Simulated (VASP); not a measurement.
# CaB (Cmcm) in VASP: single point with PBE

Aim: the single point of CaB with PBE.

All numbers are computed with VASP 6.6.1; they aren't measurements. Logs are shortened: lines on timing, memory, paths and dates and some standing lists are left out, and cuts for length are marked.

## Step 1: The cell of the first run

The structure is orthorhombic, space group Cmcm (No. 63). The conventional cell has a = 4.260 Å, b = 10.018 Å, c = 3.629 Å, α = 90.00°, β = 90.00°, γ = 90.00°. B (site symmetry m2m) has 2 B at 2.29 Å and 7 Ca at 2.88 to 2.99 Å within 3.0 Å. Ca (site symmetry m2m) has 7 B at 2.88 to 2.99 Å and 8 Ca at 3.34 to 3.63 Å within 3.8 Å.

## Step 2: Single point, PBE

POSCAR reads:

```
CaB
1.0
   -3.6287050000      0.0000000000      0.0000000000
    0.0000000000     -4.2597840000      0.0000000000
    0.0000000000      2.1298920000      5.0091910000
B Ca
2 2
Direct
    0.7500000000      0.0700000000      0.1400000000
    0.2500000000      0.9300000000      0.8600000000
    0.7500000000      0.3600000000      0.7200000000
    0.2500000000      0.6400000000      0.2800000000
```

INCAR.step1 reads:

```
PREC = Accurate ; ENCUT = 520
EDIFF = 1E-7 ; ISMEAR = -1
SIGMA = 0.1 ; LREAL = False
LASPH = True ; NELM = 80
ALGO = Normal ; ISIF = 2
LWAVE = False ; LCHARG = True
GGA = PE ; NBANDS = 21
```

KPOINTS.step1 reads:

```
regular mesh
0
Gamma
  9 9 9
```

INCAR.step2 reads:

```
PREC = Accurate ; ENCUT = 520
EDIFF = 1E-7 ; ISMEAR = -5
SIGMA = 0.1 ; LREAL = False
LASPH = True ; NELM = 80
ALGO = Normal ; ISIF = 2
LWAVE = False ; LCHARG = False
GGA = PE ; LORBIT = 11
NBANDS = 21 ; NEDOS = 2001
ICHARG = 11
```

KPOINTS.step2 reads:

```
regular mesh
0
Gamma
  14 14 14
```

Potentials or basis: VASP PAW PBE potentials, release 64 (B, Ca_sv).

Started as:

```console
cat potpaw_PBE.64/B/POTCAR potpaw_PBE.64/Ca_sv/POTCAR > POTCAR
cp INCAR.step1 INCAR
cp KPOINTS.step1 KPOINTS
mpirun -np 1 vasp_std > vasp.out
cp INCAR.step2 INCAR
cp KPOINTS.step2 KPOINTS
mpirun -np 1 vasp_std > vasp.out
```

OUTCAR:

```text
PREC = Accurate
   ENCUT = 520
   EDIFF = 1E-7
   ISMEAR = -5
   LREAL = False
   LASPH = True
   NELM = 80
   ISIF = 2
   GGA = PE
   LORBIT = 11
   ICHARG = 11

 ion  position               nearest neighbor table
   1  0.750  0.070  0.140-
   2  0.250  0.930  0.860-
   3  0.750  0.360  0.720-
   4  0.250  0.640  0.280-

  LATTYP: Found a base centered orthorhombic cell.
 ALAT       =     4.2597840000
 B/A-ratio  =     2.3518521127
 C/A-ratio  =     0.8518518779

  Lattice vectors:

 A1 = (   0.0000000000,  -2.1298920000,  -5.0091910000)
 A2 = (   0.0000000000,  -2.1298920000,   5.0091910000)
 A3 = (  -3.6287050000,   0.0000000000,   0.0000000000)

Analysis of symmetry for initial positions (statically):
=====================================================================
 Subroutine PRICEL returns:
 Original cell was already a primitive cell.

 Routine SETGRP: Setting up the symmetry group for a
 base centered orthorhombic supercell.

 Subroutine GETGRP returns: Found  8 space group operations
 (whereof  4 operations were pure point group operations)
 out of a pool of  8 trial point group operations.

The static configuration has the point symmetry C_2h.
 The point group associated with its full space group is D_2h.

Analysis of symmetry for dynamics (positions and initial velocities):
=====================================================================
 Subroutine PRICEL returns:
 Original cell was already a primitive cell.

 Routine SETGRP: Setting up the symmetry group for a
 base centered orthorhombic supercell.

 Subroutine GETGRP returns: Found  8 space group operations
 (whereof  4 operations were pure point group operations)
 out of a pool of  8 trial point group operations.

The dynamic configuration has the point symmetry C_2h.
 The point group associated with its full space group is D_2h.

 Subroutine INISYM returns: Found  8 space group operations
 (whereof  4 operations are pure point group operations),
 and found     1 'primitive' translations

----------------------------------------------------------------------------------------

                                     Primitive cell

  volume of cell :      77.4296

  direct lattice vectors                    reciprocal lattice vectors
    -3.628705000  0.000000000  0.000000000    -0.275580407  0.000000000  0.000000000
     0.000000000 -4.259784000  0.000000000     0.000000000 -0.234753687  0.099816517
     0.000000000  2.129892000  5.009191000     0.000000000  0.000000000  0.199633035

  length of vectors
     3.628705000  4.259784000  5.443200750     0.275580407  0.255093376  0.199633035

  position of ions in fractional coordinates (direct lattice)
     0.750000000  0.070000000  0.140000000
     0.250000000  0.930000000  0.860000000
     0.750000000  0.360000000  0.720000000
     0.250000000  0.640000000  0.280000000

  ion indices of the primitive-cell ions
   primitive index   ion index
                 1           1
                 2           2
                 3           3
                 4           4

----------------------------------------------------------------------------------------

 KPOINTS: regular mesh

Automatic generation of k-mesh.
 Grid dimensions read from file:
 generate k-points for:   14   14   14

 Generating k-lattice:

  Cartesian coordinates                     Fractional coordinates (reciprocal lattice)
    -0.019684315  0.000000000  0.000000000     0.071428571  0.000000000  0.000000000
     0.000000000 -0.016768121  0.007129751     0.000000000  0.071428571  0.000000000
     0.000000000  0.000000000  0.014259502     0.000000000  0.000000000  0.071428571

  Length of vectors
     0.019684315  0.018220955  0.014259502

  Shift w.r.t. Gamma in fractional coordinates (k-lattice)
     0.000000000  0.000000000  0.000000000

 TETIRR: Found   6958 inequivalent tetrahedra from    16464

 Subroutine IBZKPT returns following result:
 ===========================================

 Found    456 irreducible k-points:

 Following reciprocal coordinates:
            Coordinates               Weight
  0.000000  0.000000  0.000000      1.000000
  0.071429  0.000000  0.000000      2.000000
  0.142857  0.000000  0.000000      2.000000
  0.214286  0.000000  0.000000      2.000000
  0.285714  0.000000  0.000000      2.000000
  0.357143  0.000000  0.000000      2.000000
[... 16 lines left out ...]
  0.428571  0.142857  0.000000      8.000000
  0.500000  0.142857  0.000000      4.000000
 [... further k-points ...]
   k-points           NKPTS =    456   k-points in BZ     NKDIM =    456   number of bands    NBANDS=     21
   number of dos      NEDOS =   2001   number of ions     NIONS =      4
   total plane-waves  NPLWV =  35840
   dimension x,y,z NGX =    28 NGY =   32 NGZ =   40
   dimension x,y,z NGXF=    56 NGYF=   64 NGZF=   80
   ions per type =               2   2
   NGX,Y,Z   is equivalent  to a cutoff of  12.83, 12.49, 12.22 a.u.
   NGXF,Y,Z  is equivalent  to a cutoff of  25.66, 24.98, 24.43 a.u.
 SYSTEM =  unknown system
   PREC   = accura    normal or accurate (medium, high low for compatibility)
   ISTART =      0    job   : 0-new  1-cont  2-samecut
   ICHARG =     11    charge: 1-file 2-atom 10-const
   ISPIN  =      1    spin polarized calculation?
   LNONCOLLINEAR =      F non collinear calculations
   LSORBIT =      F    spin-orbit coupling
   LASPH  =      T    aspherical Exc in radial PAW
   ENCUT  =  520.0 eV  38.22 Ry    6.18 a.u.   6.75  7.92 10.12*2*pi/ulx,y,z
   NELM   =     80;   NELMIN=  2; NELMDL=  0     # of ELM steps
   EDIFF  = 0.1E-06   stopping-criterion for ELM
   LREAL  =      F    real-space projection
   EDIFFG = 0.1E-05   stopping-criterion for IOM
   NSW    =      0    number of steps for IOM
   IBRION =     -1    ionic relax: 0-MD 1-quasi-New 2-CG
   NFREE  =      0    steps in history (QN), initial steepest desc. (CG)
   ISIF   =      2    stress and relaxation
   ISYM   =      2    0-nonsym 1-usesym 2-fastsym
   POTIM  = 0.5000    time-step for ionic-motion
   TEBEG  =    0.0;   TEEND  =   0.0 temperature during run
   PSTRESS=    0.0 pullay stress
   NELECT =      26.0000    total number of electrons
   NUPDOWN=      -1.0000    fix difference up-down
   EMIN   =  10.00;   EMAX   =-10.00  energy-range for DOS
   EFERMI =   0.00;   METHOD = LEGACY
   ISMEAR =    -5;   SIGMA  =   0.10  broadening in eV -4-tet -1-fermi 0-gaus
   EFERMI_NEDOS =   21; number of points for ismear=-14 and -15
   IALGO  =     38    algorithm
   IMIX   =      4    mixing-type and parameters
     AMIX     =   0.40;   BMIX     =  1.00
     AMIX_MAG =   1.60;   BMIX_MAG =  1.00
  volume/ion in A,a.u.               =      19.36       130.63
  Fermi-wavevector in a.u.,A,eV,Ry     =   1.137881  2.150284 17.616471  1.294774
  Thomas-Fermi vector in A             =   2.274586
   LORBIT       =     11    0 simple, 1 ext, 2 COOP (PROOUT), +10 PAW based schemes
   GGA     = PE    functional components
   LHFCALC =     F    Hartree Fock is set to
   AEXX    =    0.0000 exact exchange contribution
   IVDW    =     0    specifies the selected vdW correction
   LEPSILON=     F    determine dielectric tensor
   LRPA    =     F    only Hartree local field effects (RPA)
 non-spin polarized calculation
 Fermi weights with tetrahedron method with Bloechl corrections
  energy-cutoff  :      520.00
  volume of cell :       77.43
 maximum number of plane-waves:      2118
 NGX is ok and might be reduce to    28

 number of electron      26.0000008 magnetization

 Free energy of the ion-electron system (eV)
  ---------------------------------------------------
  ext. energy  EPLUGINS =         0.00000000
  ---------------------------------------------------
  free energy    TOTEN  =       -15.31260841 eV

  energy without entropy =      -15.31260841  energy(sigma->0) =      -15.31260841

 E-fermi :   2.9158     XC(G=0):  -9.4399

 val. band max:        2.9603821699   @ k =   0.0000   0.2857   0.3571
 cond. band min:       2.8952894725   @ k =   0.2143  -0.3571   0.1429
 fundamental gap:     -0.0650926974
 Fermi energy:         2.9157982841

 k-point     1 :       0.0000    0.0000    0.0000
  band No.  band energies     occupation
      1     -37.4295      2.00000
      2     -37.3621      2.00000
      3     -18.6572      2.00000
      4     -18.4655      2.00000
      5     -18.4094      2.00000
      6     -18.3408      2.00000
[... 13 lines left out ...]
     20       7.8574      0.00000
     21       7.9839      0.00000

 k-point     2 :       0.0714    0.0000    0.0000
  band No.  band energies     occupation
      1     -37.4280      2.00000
      2     -37.3623      2.00000
      3     -18.6520      2.00000
      4     -18.4726      2.00000
      5     -18.4075      2.00000
      6     -18.3406      2.00000
[... 13 lines left out ...]
     20       7.7470      0.00000
     21       7.9158      0.00000

 k-point     3 :       0.1429    0.0000    0.0000
  band No.  band energies     occupation
      1     -37.4237      2.00000
      2     -37.3629      2.00000
      3     -18.6368      2.00000
      4     -18.4921      2.00000
      5     -18.4019      2.00000
      6     -18.3624      2.00000
[... 13 lines left out ...]
     20       7.7439      0.00000
     21       7.9780      0.00000

 k-point     4 :       0.2143    0.0000    0.0000
  band No.  band energies     occupation
      1     -37.4171      2.00000
      2     -37.3643      2.00000
      3     -18.6127      2.00000
      4     -18.5194      2.00000
      5     -18.4068      2.00000
      6     -18.3935      2.00000
[... 13 lines left out ...]
     20       7.8397      0.00000
     21       8.1172      0.00000

 k-point     5 :       0.2857    0.0000    0.0000
  band No.  band energies     occupation
      1     -37.4088      2.00000
      2     -37.3667      2.00000
      3     -18.5820      2.00000
      4     -18.5476      2.00000
      5     -18.4568      2.00000
      6     -18.3831      2.00000
[... 13 lines left out ...]
     20       7.9996      0.00000
     21       8.3243      0.00000

 k-point     6 :       0.3571    0.0000    0.0000
  band No.  band energies     occupation
      1     -37.3997      2.00000
      2     -37.3704      2.00000
      3     -18.5698      2.00000
      4     -18.5501      2.00000
      5     -18.5002      2.00000
      6     -18.3860      2.00000
[... 13 lines left out ...]
     20       8.1990      0.00000
     21       8.6075      0.00000

 k-point     7 :       0.4286    0.0000    0.0000
  band No.  band energies     occupation
      1     -37.3907      2.00000
      2     -37.3757      2.00000
      3     -18.5798      2.00000
      4     -18.5537      2.00000
      5     -18.4957      2.00000
      6     -18.4208      2.00000
[... 13 lines left out ...]
     20       8.4250      0.00000
     21       8.9972      0.00000
[... 291 lines left out ...]
      1     -37.4148      2.00000
      2     -37.3659      2.00000
      3     -18.6120      2.00000
      4     -18.5148      2.00000
      5     -18.4236      2.00000
      6     -18.4028      2.00000
[... 13 lines left out ...]
     20       8.0416      0.00000
     21       8.1467      0.00000

 k-point    21 :       0.2857    0.1429    0.0000
  band No.  band energies     occupation
      1     -37.4069      2.00000
      2     -37.3679      2.00000
      3     -18.5924      2.00000
      4     -18.5358      2.00000
      5     -18.4688      2.00000
      6     -18.3947      2.00000
[... 13 lines left out ...]
     20       8.1888      0.00000
     21       8.3959      0.00000

 k-point    22 :       0.3571    0.1429    0.0000
  band No.  band energies     occupation
      1     -37.3984      2.00000
      2     -37.3711      2.00000
      3     -18.5900      2.00000
      4     -18.5424      2.00000
      5     -18.4996      2.00000
      6     -18.3909      2.00000
[... 13 lines left out ...]
     20       8.4685      0.00000
     21       8.5888      0.00000

 k-point    23 :       0.4286    0.1429    0.0000
  band No.  band energies     occupation
      1     -37.3899      2.00000
      2     -37.3759      2.00000
      3     -18.5945      2.00000
      4     -18.5668      2.00000
      5     -18.4814      2.00000
      6     -18.4135      2.00000
[... 13 lines left out ...]
     20       8.5450      0.00000
     21       8.8599      0.00000

 k-point    24 :       0.5000    0.1429    0.0000
  band No.  band energies     occupation
      1     -37.3822      2.00000
      2     -37.3822      2.00000
      3     -18.5878      2.00000
      4     -18.5878      2.00000
      5     -18.4474      2.00000
      6     -18.4474      2.00000
[... 13 lines left out ...]
     20       8.3910      0.00000
     21       9.0788      0.00000

 [... further k-points ...]
[... 5 lines left out ...]
  --------------------------------------------------------------------------------------
  -------------------------------------------------------------------------------------
  Total       -2.4734090     -3.1575759     -2.6268786      0.0000000      0.0000000      0.0000000
  in kB      -51.1799298    -65.3367524    -54.3555329      0.0000000      0.0000000      0.0000000
  external PRESSURE =     -56.9574050 kB  Pullay stress =       0.0000000 kB

 VOLUME and BASIS-vectors are now :
 -----------------------------------------------------------------------------
  energy-cutoff  :      520.00
  volume of cell :       77.43
      direct lattice vectors                 reciprocal lattice vectors
    -3.628705000  0.000000000  0.000000000    -0.275580407  0.000000000  0.000000000
     0.000000000 -4.259784000  0.000000000     0.000000000 -0.234753687  0.099816517
     0.000000000  2.129892000  5.009191000     0.000000000  0.000000000  0.199633035

 POSITION                                       TOTAL-FORCE (eV/Angst)
 -----------------------------------------------------------------------------------
     -2.72153      0.00000      0.70129        -0.000000      0.000000     -2.441840
     -0.90718     -2.12989      4.30790        -0.000000      0.000000      2.441840
     -2.72153      0.00000      3.60662         0.000000      0.000000      0.130731
     -0.90718     -2.12989      1.40257        -0.000000      0.000000     -0.130731
 -----------------------------------------------------------------------------------
    total drift:                               -0.000000     -0.000000     -0.000000

  FREE ENERGIE OF THE ION-ELECTRON SYSTEM (eV)
  ---------------------------------------------------
  free  energy   TOTEN  =       -15.3126084055 eV

  energy  without entropy=      -15.3126084055  energy(sigma->0) =      -15.31260841

 total charge

# of ion       s       p       d       tot
------------------------------------------
    1        0.700   0.825   0.000   1.525
    2        0.700   0.825   0.000   1.525
    3        2.058   5.859   0.245   8.162
    4        2.058   5.859   0.245   8.162
--------------------------------------------------
tot          5.517  13.368   0.489  19.374
```

Run time: 12 min. Hardware: 1 thread of Intel Xeon Platinum 8259CL at 2.50GHz (Skylake/Cascade Lake), shared host; peak memory 0.68 GiB.

Results:

```
Valence electrons inside the program's atomic spheres : B 1.52; Ca 8.16
```
